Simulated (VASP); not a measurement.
Here is a VASP 6.6.1 calculation.

Contents of POSCAR:

```
HfO2
1.0
    0.0000000000      2.6556190372      2.4659319631
    2.6556190372      0.0000000000      2.4659319631
    2.6556190372      2.6556190372      0.0000000000
Hf O
1 2
Direct
    0.0000000000      0.0000000000      0.0000000000
    0.2500000000      0.2500000000      0.2500000000
    0.7500000000      0.7500000000      0.7500000000
```

Contents of INCAR.step1:

```
SYSTEM = HfO2
PREC = Accurate
ENCUT = 520
ISMEAR = 0
SIGMA = 0.05
LREAL = .False.
LASPH = .True.
NELM = 100
NBANDS = 18
GGA = PE
ALGO = Normal
EDIFF = 1E-4
LWAVE = .True.
LCHARG = .False.
```

File INCAR.step2:

```
SYSTEM = HfO2
PREC = Accurate
ENCUT = 520
EDIFF = 1E-6
ISMEAR = 0
SIGMA = 0.05
LREAL = .False.
LASPH = .True.
NELM = 100
ALGO = Normal
ISIF = 2
LWAVE = .False.
LCHARG = .False.
METAGGA = R2SCAN
LMIXTAU = .True.
NBANDS = 18
ISTART = 1
```

File KPOINTS:

```
regular mesh
0
Gamma
  8 8 8
  0 0 0
```

Potentials or basis: VASP PAW PBE potentials, release 64 (Hf_pv, O).

Run with:

```sh
$ cat potpaw_PBE.64/Hf_pv/POTCAR potpaw_PBE.64/O/POTCAR > POTCAR
$ cp INCAR.step1 INCAR
$ mpirun -np 1 vasp_std > vasp.out
$ cp INCAR.step2 INCAR
$ mpirun -np 1 vasp_std > vasp.out
```

(1) Estimate the band gap on the k mesh.

(2) What does it give for the pressure?

Results:

(1) 3.27 eV (least direct gap 3.44 eV).

(2) -19.8 GPa.

Caveat: the cell differs from its parent crystal (strain +0.050 along x and y, -0.025 along z); the stress differs along the axes, from -31 to 3 GPa; the PAW data sets were made with another functional, which shifts forces and pressure a little; spin-orbit coupling is left out, which moves the levels of the heavy elements.
